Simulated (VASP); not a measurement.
# Si (P6_3/mmc) in VASP: further runs, part 2 of 2

VASP 6.6.1.

## 3. Single point, LDA

This run uses another cell than the first one, of the same volume but with other edges.

Input file INCAR:

```
PREC = Accurate
ENCUT = 520
EDIFF = 1E-6
ISMEAR = 0
SIGMA = 0.03
LREAL = F
LASPH = T
NELM = 100
ALGO = Normal
ISIF = 2
LWAVE = F
LCHARG = F
NBANDS = 16
```

Input file KPOINTS:

```
regular mesh
0
Gamma
  12 12 6
```

Input file POSCAR:

```
Si
1.0
    3.7054125847      0.0000000000      0.0000000000
   -1.8527062924      3.2089814298      0.0000000000
    0.0000000000      0.0000000000      6.6197195825
Si
4
Direct
    0.3333333333      0.6666666667      0.0582655800
    0.6666666667      0.3333333333      0.5582655800
    0.3333333333      0.6666666667      0.4417344200
    0.6666666667      0.3333333333      0.9417344200
```

Potentials or basis: VASP PAW LDA potentials, release 64 (Si).

Command:

```
$ cat potpaw_LDA.64/Si/POTCAR > POTCAR
$ mpirun -np 1 vasp_std > vasp.out
```

OUTCAR:

```text
PREC = Accurate
   ENCUT = 520
   EDIFF = 1E-6
   ISMEAR = 0
   LREAL = F
   LASPH = T
   NELM = 100
   ISIF = 2

 ion  position               nearest neighbor table
   1  0.333  0.667  0.058-   4 2.27   4 2.27   4 2.27   3 2.54
   2  0.667  0.333  0.558-   3 2.27   3 2.27   3 2.27   4 2.54
   3  0.333  0.667  0.442-   2 2.27   2 2.27   2 2.27   1 2.54
   4  0.667  0.333  0.942-   1 2.27   1 2.27   1 2.27   2 2.54

  LATTYP: Found a hexagonal cell.
 ALAT       =     3.7054125847
[... 655 lines left out ...]

  FORCE on cell =-STRESS in cart. coord.  units (eV):
  Direction    XX          YY          ZZ          XY          YZ          ZX
  --------------------------------------------------------------------------------------
  -------------------------------------------------------------------------------------
  Total        3.9274154      3.9274154     -5.1011121     -0.0000000      0.0000000      0.0000000
  in kB       79.9418230     79.9418230   -103.8322059     -0.0000000      0.0000000      0.0000000
  external PRESSURE =      18.6838133 kB  Pullay stress =       0.0000000 kB

 VOLUME and BASIS-vectors are now :
 -----------------------------------------------------------------------------
  energy-cutoff  :      520.00
  volume of cell :       78.71
      direct lattice vectors                 reciprocal lattice vectors
     3.705412585  0.000000000  0.000000000     0.269875480  0.155812681  0.000000000
    -1.852706292  3.208981430  0.000000000     0.000000000  0.311625362  0.000000000
     0.000000000  0.000000000  6.619719583     0.000000000  0.000000000  0.151063801

 POSITION                                       TOTAL-FORCE (eV/Angst)
 -----------------------------------------------------------------------------------
     -0.00000      2.13932      0.38570        -0.000000      0.000000      1.273187
      1.85271      1.06966      3.69556         0.000000     -0.000000      1.273187
     -0.00000      2.13932      2.92416        -0.000000     -0.000000     -1.273187
      1.85271      1.06966      6.23402         0.000000     -0.000000     -1.273187
 -----------------------------------------------------------------------------------
    total drift:                               -0.000000      0.000000     -0.000000

  FREE ENERGIE OF THE ION-ELECTRON SYSTEM (eV)
  ---------------------------------------------------
  free  energy   TOTEN  =       -23.4687559248 eV

  energy  without entropy=      -23.4687559248  energy(sigma->0) =      -23.46875592
```

OSZICAR:

```text
N       E                     dE             d eps       ncg     rms          rms(c)
DAV:   1     0.251650209210E+02    0.25165E+02   -0.59820E+03  2432   0.821E+02
DAV:   2    -0.221393390349E+02   -0.47304E+02   -0.42520E+02  3312   0.123E+02
DAV:   3    -0.240608655270E+02   -0.19215E+01   -0.19067E+01  3216   0.235E+01
DAV:   4    -0.240854206025E+02   -0.24555E-01   -0.24548E-01  3104   0.333E+00
DAV:   5    -0.240858588420E+02   -0.43824E-03   -0.43823E-03  3296   0.428E-01    0.744E+00
DAV:   6    -0.236504923249E+02    0.43537E+00   -0.20748E-01  2968   0.221E+00    0.441E+00
DAV:   7    -0.234689781104E+02    0.18151E+00   -0.38191E-01  3080   0.298E+00    0.405E-01
DAV:   8    -0.234687733131E+02    0.20480E-03   -0.39109E-02  2920   0.112E+00    0.222E-01
DAV:   9    -0.234688755238E+02   -0.10221E-03   -0.15313E-03  3200   0.229E-01    0.107E-01
DAV:  10    -0.234687540627E+02    0.12146E-03   -0.45548E-04  3040   0.119E-01    0.302E-02
DAV:  11    -0.234687553119E+02   -0.12492E-05   -0.35642E-05  3240   0.323E-02    0.265E-02
DAV:  12    -0.234687559248E+02   -0.61290E-06   -0.66781E-07  2208   0.528E-03
   1 F= -.23468756E+02 E0= -.23468756E+02  d E =-.556742E-14
```

Run time: 53 s. Hardware: 1 thread of Intel Xeon Platinum 8488C (Sapphire Rapids), shared host; peak memory 0.19 GiB.

Results:

| Item | Value |
| --- | --- |
| Free energy | -23.4688 eV |
| Pressure | 1.9 GPa |
| Largest force | 1.273 eV/Å |
| Band gap on the k mesh | 0.62 eV (least direct gap 1.01 eV) |

Forces on the atoms (eV/Å):
```
Si   0.000  0.000  1.273
Si   0.000  0.000  1.273
Si   0.000  0.000 -1.273
Si   0.000  0.000 -1.273
```

Levels at points of the mesh, in eV from the valence-band top:
```
           k point  band 6  band 7  band 8  band 9  band 10  band 11
(0.00, 0.00, 0.00)   -0.06    0.00    0.00    1.01     1.94     2.58
(0.50, 0.00, 0.00)   -2.77   -2.63   -1.59    0.68     2.27     3.10
(0.00, 0.00, 0.50)   -0.62   -0.62   -0.62    2.50     2.50     3.29
(0.50, 0.00, 0.50)   -2.39   -2.27   -2.27    0.87     0.87     1.47
```

Caveat: forces of over 1 eV/Å act on the atoms, so gaps and moduli don't describe the material at rest. A k mesh can miss the band edges.

## 4. Single point, LDA

Input file INCAR:

```
SYSTEM = Si
ALGO = Normal
EDIFF = 1E-7
ENCUT = 520
GGA = CA
ISIF = 2
ISMEAR = 0
LASPH = .TRUE.
LCHARG = .FALSE.
LREAL = .FALSE.
LWAVE = .FALSE.
NBANDS = 16
NELM = 60
PREC = Accurate
SIGMA = 0.03
```

Input file KPOINTS:

```
k-points
0
G
  12 12 6
  0 0 0
```

Input file POSCAR:

```
Si
1.0
    3.8016851185      0.0000000000      0.0000000000
   -1.9008425593      3.2923558898      0.0000000000
    0.0000000000      0.0000000000      6.2886938331
Si
4
Direct
    0.3333333333      0.6666666667      0.0678065120
    0.6666666667      0.3333333333      0.5678065120
    0.3333333333      0.6666666667      0.4321934880
    0.6666666667      0.3333333333      0.9321934880
```

Command:

```
$ cat potpaw_LDA.64/Si/POTCAR > POTCAR
$ mpirun -np 1 vasp_std > vasp.out
```

Run time: 47 s. Hardware: 1 thread of Intel Xeon Platinum 8488C (Sapphire Rapids), shared host; peak memory 0.19 GiB.

Results (log left out):

```yaml
Free_energy: -23.7496 eV
Pressure: 0.1 GPa
Largest_force: 0.871 eV/Å
Band_gap_on_the_k_mesh: 0.17 eV (least direct gap 0.90 eV)
```

Forces on the atoms (eV/Å):
```
Si   0.000  0.000 -0.871
Si   0.000  0.000 -0.871
Si   0.000  0.000  0.871
Si   0.000  0.000  0.871
```

Stress tensor (GPa, compression positive):
```
-1.35  0.00  0.00
 0.00 -1.35  0.00
 0.00  0.00  3.02
```

Levels at points of the mesh, in eV from the valence-band top:
| k point | band 5 | band 6 | band 7 | band 8 | band 9 | band 10 | band 11 | band 12 |
| --- | --- | --- | --- | --- | --- | --- | --- | --- |
| (0.00, 0.00, 0.00) | -1.66 | -0.87 | 0.00 | 0.00 | 0.90 | 1.71 | 1.71 | 2.28 |
| (0.50, 0.00, 0.00) | -5.11 | -3.45 | -3.24 | -1.48 | 0.17 | 2.20 | 2.42 | 2.63 |
| (0.00, 0.00, 0.50) | -1.03 | -1.03 | -1.03 | -1.03 | 1.70 | 1.70 | 2.79 | 2.79 |
| (0.50, 0.00, 0.50) | -2.82 | -2.82 | -2.57 | -2.57 | 0.58 | 0.58 | 1.47 | 1.47 |

 A k mesh can miss the band edges.

## 5. Overview

```tsv
cell	gap on the mesh (eV)	pressure (GPa)	largest force (eV/Å)
a = 3.802, b = 3.802, c = 6.289 Å, angles 90.0, 90.0, 120.0°, 4 atoms, atomic positions A	none	4.1	5.78
a = 3.705, b = 3.705, c = 6.620 Å, angles 90.0, 90.0, 120.0°, 4 atoms, atomic positions B	0.62	1.9	1.27
a = 3.802, b = 3.802, c = 6.289 Å, angles 90.0, 90.0, 120.0°, 4 atoms, atomic positions C	0.17	0.1	0.87
```

Alike in all rows: task single point; level LDA; potentials or basis VASP PAW LDA potentials, release 64 (Si); no spin polarisation; k mesh 12 × 12 × 6; cutoff (eV) 520; smearing gaussian 0.03 eV.

Caveats: forces of over 1 eV/Å act on the atoms, so gaps and moduli don't describe the material at rest (at least some runs); the cell stands under pressure (at least some runs).

Absolute energies hang on the potentials; compare differences alone.
